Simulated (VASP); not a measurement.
# Ga (Pm-3m) in VASP: further runs

Runs on Ga. Level: PBE0. Tasks: single point.

Program: VASP 6.6.1. These are calculated values, not measurements. Logs are shortened: lines on timing, memory, paths and dates and some standing lists are left out, and cuts for length are marked.

### 1 The cell of the first run

The structure is cubic, space group Pm-3m (No. 221). Conventional cell: a = 2.734 Å, b = 2.734 Å, c = 2.734 Å, α = 90.00°, β = 90.00°, γ = 90.00°. Within 3.6 Å of Ga (site symmetry m-3m) lie 6 Ga at 2.73 Å.

### 2 Single point, PBE0

Input file POSCAR:

```
Ga
1.0
    2.7344704581      0.0000000000      0.0000000000
    0.0000000000      2.7344704581      0.0000000000
    0.0000000000      0.0000000000      2.7344704581
Ga
1
Direct
    0.0000000000      0.0000000000      0.0000000000
```

Input file INCAR.step1:

```
ALGO = Normal
EDIFF = 1E-5
ENCUT = 520
GGA = PE
ISIF = 2
ISMEAR = -1
LASPH = True
LCHARG = False
LREAL = False
LWAVE = True
NBANDS = 12
NELM = 60
PREC = Accurate
SIGMA = 0.05
```

Input file INCAR.step2:

```
AEXX = 0.25
ALGO = Normal
EDIFF = 1E-6
ENCUT = 520
GGA = PE
ISIF = 2
ISMEAR = -1
ISTART = 1
LASPH = True
LCHARG = False
LHFCALC = True
LREAL = False
LWAVE = False
NBANDS = 12
NELM = 60
PREC = Accurate
PRECFOCK = Normal
SIGMA = 0.05
```

Input file KPOINTS:

```
k-points
0
Gamma
  5 5 5
```

Potentials or basis: VASP PAW PBE potentials, release 64 (Ga_d).

The run is started by

```sh
> cat potpaw_PBE.64/Ga_d/POTCAR > POTCAR
> cp INCAR.step1 INCAR
> mpirun -np 1 vasp_std > vasp.out
> cp INCAR.step2 INCAR
> mpirun -np 1 vasp_std > vasp.out
```

OUTCAR:

```text
AEXX = 0.25
   EDIFF = 1E-6
   ENCUT = 520
   GGA = PE
   ISIF = 2
   ISMEAR = -1
   ISTART = 1
   LASPH = True
   LHFCALC = True
   LREAL = False
   NELM = 60
   PREC = Accurate
   PRECFOCK = Normal

 ion  position               nearest neighbor table
   1  0.000  0.000  0.000-

  LATTYP: Found a simple cubic cell.
 ALAT       =     2.7344704581

  Lattice vectors:

 A1 = (   2.7344704581,   0.0000000000,   0.0000000000)
 A2 = (   0.0000000000,   2.7344704581,   0.0000000000)
 A3 = (   0.0000000000,   0.0000000000,   2.7344704581)

Analysis of symmetry for initial positions (statically):
=====================================================================
 Subroutine PRICEL returns:
 Original cell was already a primitive cell.

 Routine SETGRP: Setting up the symmetry group for a
 simple cubic supercell.

 Subroutine GETGRP returns: Found 48 space group operations
 (whereof 48 operations were pure point group operations)
 out of a pool of 48 trial point group operations.

The static configuration has the point symmetry O_h .

Analysis of symmetry for dynamics (positions and initial velocities):
=====================================================================
 Subroutine PRICEL returns:
 Original cell was already a primitive cell.

 Routine SETGRP: Setting up the symmetry group for a
 simple cubic supercell.

 Subroutine GETGRP returns: Found 48 space group operations
 (whereof 48 operations were pure point group operations)
 out of a pool of 48 trial point group operations.

The dynamic configuration has the point symmetry O_h .

 Subroutine INISYM returns: Found 48 space group operations
 (whereof 48 operations are pure point group operations),
 and found     1 'primitive' translations

----------------------------------------------------------------------------------------

                                     Primitive cell

  volume of cell :      20.4465

  direct lattice vectors                    reciprocal lattice vectors
     2.734470458  0.000000000  0.000000000     0.365701519  0.000000000  0.000000000
     0.000000000  2.734470458  0.000000000     0.000000000  0.365701519  0.000000000
     0.000000000  0.000000000  2.734470458     0.000000000  0.000000000  0.365701519

  length of vectors
     2.734470458  2.734470458  2.734470458     0.365701519  0.365701519  0.365701519

  position of ions in fractional coordinates (direct lattice)
     0.000000000  0.000000000  0.000000000

  ion indices of the primitive-cell ions
   primitive index   ion index
                 1           1

----------------------------------------------------------------------------------------

 KPOINTS: k-points

Automatic generation of k-mesh.
 Grid dimensions read from file:
 generate k-points for:    5    5    5

 Generating k-lattice:

  Cartesian coordinates                     Fractional coordinates (reciprocal lattice)
     0.073140304  0.000000000  0.000000000     0.200000000  0.000000000  0.000000000
     0.000000000  0.073140304  0.000000000     0.000000000  0.200000000  0.000000000
     0.000000000  0.000000000  0.073140304     0.000000000  0.000000000  0.200000000

  Length of vectors
     0.073140304  0.073140304  0.073140304

  Shift w.r.t. Gamma in fractional coordinates (k-lattice)
     0.000000000  0.000000000  0.000000000

 Subroutine IBZKPT returns following result:
 ===========================================

 Found     10 irreducible k-points:

 Following reciprocal coordinates:
            Coordinates               Weight
  0.000000  0.000000  0.000000      1.000000
  0.200000  0.000000  0.000000      6.000000
  0.400000  0.000000  0.000000      6.000000
  0.200000  0.200000  0.000000     12.000000
  0.400000  0.200000  0.000000     24.000000
  0.400000  0.400000  0.000000     12.000000
  0.200000  0.200000  0.200000      8.000000
  0.400000  0.200000  0.200000     24.000000
  0.400000  0.400000  0.200000     24.000000
  0.400000  0.400000  0.400000      8.000000
   k-points           NKPTS =     10   k-points in BZ     NKDIM =    125   number of bands    NBANDS=     12
   number of dos      NEDOS =    301   number of ions     NIONS =      1
   total plane-waves  NPLWV =   8000
   dimension x,y,z NGX =    20 NGY =   20 NGZ =   20
   dimension x,y,z NGXF=    40 NGYF=   40 NGZF=   40
   ions per type =               1
   NGX,Y,Z   is equivalent  to a cutoff of  12.16, 12.16, 12.16 a.u.
   NGXF,Y,Z  is equivalent  to a cutoff of  24.32, 24.32, 24.32 a.u.
 SYSTEM =  unknown system
   PREC   = accura    normal or accurate (medium, high low for compatibility)
   ISTART =      1    job   : 0-new  1-cont  2-samecut
   ICHARG =      0    charge: 1-file 2-atom 10-const
   ISPIN  =      1    spin polarized calculation?
   LNONCOLLINEAR =      F non collinear calculations
   LSORBIT =      F    spin-orbit coupling
   LASPH  =      T    aspherical Exc in radial PAW
   ENCUT  =  520.0 eV  38.22 Ry    6.18 a.u.   5.08  5.08  5.08*2*pi/ulx,y,z
   NELM   =     60;   NELMIN=  2; NELMDL=  0     # of ELM steps
   EDIFF  = 0.1E-05   stopping-criterion for ELM
   LREAL  =      F    real-space projection
   EDIFFG = 0.1E-04   stopping-criterion for IOM
   NSW    =      0    number of steps for IOM
   IBRION =     -1    ionic relax: 0-MD 1-quasi-New 2-CG
   NFREE  =      0    steps in history (QN), initial steepest desc. (CG)
   ISIF   =      2    stress and relaxation
   ISYM   =      3    0-nonsym 1-usesym 2-fastsym
   POTIM  = 0.5000    time-step for ionic-motion
   TEBEG  =    0.0;   TEEND  =   0.0 temperature during run
   PSTRESS=    0.0 pullay stress
   NELECT =      13.0000    total number of electrons
   NUPDOWN=      -1.0000    fix difference up-down
   EMIN   =  10.00;   EMAX   =-10.00  energy-range for DOS
   EFERMI =   0.00;   METHOD = LEGACY
   ISMEAR =    -1;   SIGMA  =   0.05  broadening in eV -4-tet -1-fermi 0-gaus
   EFERMI_NEDOS =   21; number of points for ismear=-14 and -15
   IALGO  =     38    algorithm
   IMIX   =      1    mixing-type and parameters
     AMIX     =   0.40;   BMIX     =  1.00
     AMIX_MAG =   1.60;   BMIX_MAG =  1.00
  volume/ion in A,a.u.               =      20.45       137.98
  Fermi-wavevector in a.u.,A,eV,Ry     =   1.407719  2.660204 26.962304  1.981673
  Thomas-Fermi vector in A             =   2.529950
   LORBIT       =      0    0 simple, 1 ext, 2 COOP (PROOUT), +10 PAW based schemes
   GGA     = PE    functional components
   LHFCALC =     T    Hartree Fock is set to
   PRECFOCK=normal    Normal, Fast or Accurate (Low or Medium for compatibility)
   ENCUT4O =  -1.0   cutoff for four orbital integrals eV
   NKREDX  =     1    reduce k-point grid by
   NKREDY  =     1    reduce k-point grid by
   NKREDZ  =     1    reduce k-point grid by
   AEXX    =    0.2500 exact exchange contribution
   HFSCREEN=    0.0000 screening length (either q_TF or 0.3 A-1)
   HFSCREENC=   0.0000 screening length for correlation (either q_TF or 0.3 A-1)
   ENCUTFOCK=  -1.0 apply spherical cutoff to Coloumb kernel
   IVDW    =     0    specifies the selected vdW correction
   LEPSILON=     F    determine dielectric tensor
   LRPA    =     F    only Hartree local field effects (RPA)
 non-spin polarized calculation
  energy-cutoff  :      520.00
  volume of cell :       20.45
 maximum number of plane-waves:       558
  NGX = 16; NGY = 16; NGZ = 16

 number of electron      13.0000022 magnetization

 Free energy of the ion-electron system (eV)
  ---------------------------------------------------
  ext. energy  EPLUGINS =         0.00000000
  ---------------------------------------------------
  free energy    TOTEN  =        -3.53932338 eV

  energy without entropy =       -3.53352846  energy(sigma->0) =       -3.53642592

 E-fermi :   4.2809     XC(G=0):  -8.3169

 val. band max:        4.2365682132   @ k =   0.4000   0.4000   0.0000
 cond. band min:       5.5955412933   @ k =   0.4000   0.4000   0.2000
 fundamental gap:      1.3589730801
 Fermi energy:         4.2809333731

 k-point     1 :       0.0000    0.0000    0.0000
  band No.  band energies     occupation
      1     -13.8458      2.00000
      2     -13.8458      2.00000
      3     -13.3614      2.00000
      4     -13.3614      2.00000
      5     -13.3614      2.00000
      6      -7.6986      2.00000
      7      14.6504      0.00000
      8      14.6504      0.00000
      9      14.6504      0.00000
     10      17.4045      0.00000
     11      17.4045      0.00000
     12      19.8915      0.00000

 k-point     2 :       0.2000    0.0000    0.0000
  band No.  band energies     occupation
      1     -13.8332      2.00000
      2     -13.7308      2.00000
      3     -13.4077      2.00000
      4     -13.4077      2.00000
      5     -13.3575      2.00000
      6      -6.7976      2.00000
      7       8.3160      0.00000
      8      15.5053      0.00000
      9      15.5053      0.00000
     10      18.1250      0.00000
     11      19.6627      0.00000
     12      25.5854      0.00000

 k-point     3 :       0.4000    0.0000    0.0000
  band No.  band energies     occupation
      1     -13.8129      2.00000
      2     -13.5542      2.00000
      3     -13.4823      2.00000
      4     -13.4823      2.00000
      5     -13.3512      2.00000
      6      -4.1269      2.00000
      7       1.2372      2.00000
      8      17.6297      0.00000
      9      17.6297      0.00000
     10      20.2371      0.00000
     11      21.4444      0.00000
     12      24.3484      0.00000
[... 76 lines left out ...]
 k-point     9 :       0.4000    0.4000    0.2000
  band No.  band energies     occupation
      1     -13.6658      2.00000
      2     -13.5391      2.00000
      3     -13.5328      2.00000
      4     -13.5228      2.00000
      5     -13.2913      2.00000
      6       0.3815      2.00000
      7       5.5955      0.00000
      8       6.8413      0.00000
      9      12.2994      0.00000
     10      15.1837      0.00000
     11      20.0878      0.00000
     12      20.0944      0.00000

 k-point    10 :       0.4000    0.4000    0.4000
  band No.  band energies     occupation
      1     -13.6484      2.00000
      2     -13.6395      2.00000
      3     -13.6395      2.00000
      4     -13.2836      2.00000
      5     -13.2836      2.00000
      6       3.0031      2.00000
      7       7.8240      0.00000
      8       7.8240      0.00000
      9      10.5407      0.00000
     10      14.3684      0.00000
     11      14.9406      0.00000
     12      14.9406      0.00000

------------------------ aborting loop because EDIFF is reached ----------------------------------------

  FORCE on cell =-STRESS in cart. coord.  units (eV):
  Direction    XX          YY          ZZ          XY          YZ          ZX
  --------------------------------------------------------------------------------------
  -------------------------------------------------------------------------------------
  Total       -0.3252462     -0.3252462     -0.3252462      0.0000000      0.0000000     -0.0000000
  in kB      -25.4860821    -25.4860821    -25.4860821      0.0000000      0.0000000     -0.0000000
  external PRESSURE =     -25.4860821 kB  Pullay stress =       0.0000000 kB

 VOLUME and BASIS-vectors are now :
 -----------------------------------------------------------------------------
  energy-cutoff  :      520.00
  volume of cell :       20.45
      direct lattice vectors                 reciprocal lattice vectors
     2.734470458  0.000000000  0.000000000     0.365701519  0.000000000  0.000000000
     0.000000000  2.734470458  0.000000000     0.000000000  0.365701519  0.000000000
     0.000000000  0.000000000  2.734470458     0.000000000  0.000000000  0.365701519

 POSITION                                       TOTAL-FORCE (eV/Angst)
 -----------------------------------------------------------------------------------
      0.00000      0.00000      0.00000         0.000000      0.000000      0.000000
 -----------------------------------------------------------------------------------
    total drift:                                0.000000      0.000000     -0.000000

  FREE ENERGIE OF THE ION-ELECTRON SYSTEM (eV)
  ---------------------------------------------------
  free  energy   TOTEN  =        -3.5393233757 eV

  energy  without entropy=       -3.5335284581  energy(sigma->0) =       -3.53642592
```

Run time: 5.9 min. Hardware: 1 thread of AMD EPYC 7R43 (Zen 3), shared host; peak memory 0.1 GiB.

Results:

```
Free energy : -3.5393 eV
Pressure    : -2.5 GPa
```

Caveat: the k points lie up to 0.46 Å⁻¹ apart; the PAW data sets were made with another functional, which shifts forces and pressure a little.

### 3 Single point, PBE0

This run uses another cell than the first one, of 20.85 Å³/atom, 1.020 times its volume.

Input file POSCAR:

```
Ga
1.0
    2.7522272573      0.0000000000      0.0000000000
    0.0000000000      2.7522272573      0.0000000000
    0.0000000000      0.0000000000      2.7522272573
Ga
1
Direct
    0.0000000000      0.0000000000      0.0000000000
```

Input file INCAR.step1:

```
ALGO = Normal ; EDIFF = 1E-5
ENCUT = 520 ; GGA = PE
ISIF = 2 ; ISMEAR = -1
LASPH = T ; LREAL = F
LWAVE = T ; NBANDS = 12
NELM = 100 ; PREC = Accurate
SIGMA = 0.05
```

Input file INCAR.step2:

```
AEXX = 0.25 ; ALGO = Normal
EDIFF = 1E-6 ; ENCUT = 520
GGA = PE ; ISIF = 2
ISMEAR = -1 ; ISTART = 1
LASPH = T ; LCHARG = T
LELF = T ; LHFCALC = T
LREAL = F ; LVHAR = T
LWAVE = F ; NBANDS = 12
NELM = 100 ; PREC = Accurate
PRECFOCK = Normal ; SIGMA = 0.05
```

KPOINTS is that of step 2.

Potentials or basis: VASP PAW PBE potentials, release 64 (Ga_d).

The run is started by

```sh
> cat potpaw_PBE.64/Ga_d/POTCAR > POTCAR
> cp INCAR.step1 INCAR
> mpirun -np 1 vasp_std > vasp.out
> cp INCAR.step2 INCAR
> mpirun -np 1 vasp_std > vasp.out
```

Run time: 6.2 min. Hardware: 1 thread of AMD EPYC 7R43 (Zen 3), shared host; peak memory 0.09 GiB.

It converged, with:

```
Free energy : -3.5317 eV
Pressure    : -3.3 GPa
```

Levels at points of the mesh, in eV from the Fermi level:
```
           k point  band 3  band 4  band 5  band 6  band 7  band 8  band 9  band 10
(0.00, 0.00, 0.00)  -17.67  -17.67  -17.67  -11.86   10.21   10.21   10.21    12.97
```

Caveat: the k points lie up to 0.46 Å⁻¹ apart; the PAW data sets were made with another functional, which shifts forces and pressure a little.
